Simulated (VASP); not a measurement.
A run of VASP 6.6.1 is set up as follows.

The input INCAR:

```
SYSTEM = CdSe4
PREC     = Accurate       ! precision mode
ENCUT    = 520            ! plane-wave cutoff, eV
EDIFF    = 1E-7           ! SCF threshold, eV
ISMEAR   = 0              ! smearing method
SIGMA    = 0.1            ! smearing width, eV
LREAL    = .FALSE.        ! projectors in reciprocal space
LASPH    = .TRUE.         ! aspherical terms in the spheres
NELM     = 80             ! most SCF steps
ALGO     = Normal         ! electronic algorithm
ISIF     = 2              ! what is computed and relaxed
LWAVE    = .FALSE.        ! write WAVECAR
LCHARG   = .FALSE.        ! write CHGCAR
GGA      = PE             ! functional
NBANDS   = 26             ! bands
```

KPOINTS

```
regular mesh
0
G
  8 8 8
  0 0 0
```

POSCAR

```
CdSe4
1.0
   -2.5250125290      2.5250125290      5.4550812835
    2.5250125290     -2.5250125290      5.4550812835
    2.5250125290      2.5250125290     -5.4550812835
Cd Se
1 4
Direct
    0.5000000000      0.5000000000      0.0000000000
    0.3540331756      0.8540331756      0.5000000000
    0.8540331756      0.3540331756      0.5000000000
    0.6459668244      0.1459668244      0.5000000000
    0.1459668244      0.6459668244      0.5000000000
```

Potentials or basis: VASP PAW PBE potentials, release 64 (Cd, Se).

Command:

```bash
$ cat potpaw_PBE.64/Cd/POTCAR potpaw_PBE.64/Se/POTCAR > POTCAR
$ mpirun -np 1 vasp_std > vasp.out
```

Task: Estimate the band gap on the k mesh.

Result: Zero (bands 18 and 19 overlap by 1.54 eV).

Task: What does it give for the largest force?

Result: 0.031 eV/Å.

Task: Predict the pressure.

Result: 0.2 GPa.

Stress tensor (GPa, compression positive):
```
0.09 0.00 0.00
0.00 0.09 0.00
0.00 0.00 0.28
```
